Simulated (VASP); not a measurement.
Pd: single point with PBE

Pd:

```xyz
1
Lattice="0.0000 1.9737 1.9737 1.9737 0.0000 1.9737 1.9737 1.9737 0.0000" Properties=species:S:1:pos:R:3 pbc="T T T"
Pd    0.0000    0.0000    0.0000
```

```yaml
Program: VASP 6.6.1
Task: single point
Functional: PBE
Potentials_or_basis: VASP PAW PBE potentials, release 64 (Pd)
Cutoff: 520 eV
k_mesh: 14 × 14 × 14
Occupations: methfessel-paxton, width 0.3 eV
Spin: collinear spin, ferromagnetic start
Starting_moments: "[0.288] μB"
Dipole_correction: no
Further_INCAR_settings: ALGO = Normal; EDIFF = 1e-07; NBANDS = 15
```

* Pressure: -0.5 GPa
* Net moment: 0.31 μB per cell
* Site moments: Pd +0.31 μB
* Valence electrons inside the program's atomic spheres: Pd 9.36

Levels at points of the mesh, in eV from the Fermi level:
Spin up:
| k point | band 3 | band 4 | band 5 | band 6 | band 7 | band 8 |
| --- | --- | --- | --- | --- | --- | --- |
| (0.00, 0.00, 0.00) | -2.79 | -2.79 | -1.27 | -1.27 | 17.14 | 21.68 |
| (0.50, 0.00, 0.00) | -2.82 | -0.17 | -0.17 | 1.08 | 6.90 | 16.49 |
| (0.50, 0.50, 0.00) | -0.18 | 0.11 | 0.11 | 3.33 | 10.27 | 12.95 |
Spin down:
```tsv
k point	band 1	band 2	band 3	band 4	band 5	band 6	band 7	band 8	band 9	band 10
(0.00, 0.00, 0.00)	-6.83	-2.55	-2.55	-2.55	-1.07	-1.07	17.15	21.69	21.69	21.69
(0.50, 0.00, 0.00)	-4.92	-2.61	-2.61	0.08	0.08	1.09	7.06	16.49	20.70	20.70
(0.50, 0.50, 0.00)	-5.00	-4.70	0.03	0.39	0.39	3.34	10.38	12.98	12.98	20.98
```

Run time: 30 s on 1 thread of Intel Xeon 6975P-C, on a shared host, peak memory 0.17 GiB.
